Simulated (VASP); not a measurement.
Input of a VASP 6.6.1 run:

The input INCAR:

```
  ALGO = Normal
  DIPOL = 0.5 0.5 0.319
  EDIFF = 1E-7
  ENCUT = 520
  GGA = PE
  IDIPOL = 3
  ISIF = 2
  ISMEAR = 0
  LASPH = T
  LCHARG = F
  LDIPOL = T
  LREAL = F
  LWAVE = F
  NBANDS = 54
  NELM = 80
  PREC = Accurate
  SIGMA = 0.1
```

The input KPOINTS:

```
k-points
0
Gamma
  4 5 1
```

The input POSCAR:

```
Sc8H
1.0
    6.6389479791      0.0000000000      0.0000000000
    0.0000000000      5.1626219083      0.0000000000
    0.0000000000      0.0000000000     19.1132872497
Sc H
8 1
Direct
    0.0000000000      0.7500000000      0.2092784955
    0.5000000000      0.7500000000      0.2092784955
    0.2500000000      0.2500000000      0.2594137541
    0.7500000000      0.2500000000      0.2594137541
    0.2500000000      0.7500000000      0.3452852846
    0.7500000000      0.7500000000      0.3452852846
    0.0000000000      0.2500000000      0.3983243254
    0.5000000000      0.2500000000      0.3983243254
    0.2500000000      0.3750000000      0.4473409592
```

Potentials or basis: VASP PAW PBE potentials, release 64 (Sc_sv, H).

Command:

```sh
$ cat potpaw_PBE.64/Sc_sv/POTCAR potpaw_PBE.64/H/POTCAR > POTCAR
$ mpirun -np 1 vasp_std > vasp.out
```

Task: Predict the largest force.

Result: 0.521 eV/Å.

Task: Estimate the band gap on the k mesh.

Result: Zero (an odd number of electrons rules out a gap without spin polarisation).

Forces in eV/Å, atoms in the order of the input:
```
Sc  -0.037 -0.024 -0.212
Sc   0.037 -0.024 -0.212
Sc   0.000 -0.054 -0.055
Sc   0.000  0.055  0.051
Sc   0.000 -0.353  0.384
Sc   0.000 -0.033 -0.078
Sc   0.468 -0.021  0.056
Sc  -0.468 -0.021  0.056
H    0.000  0.478  0.010
```
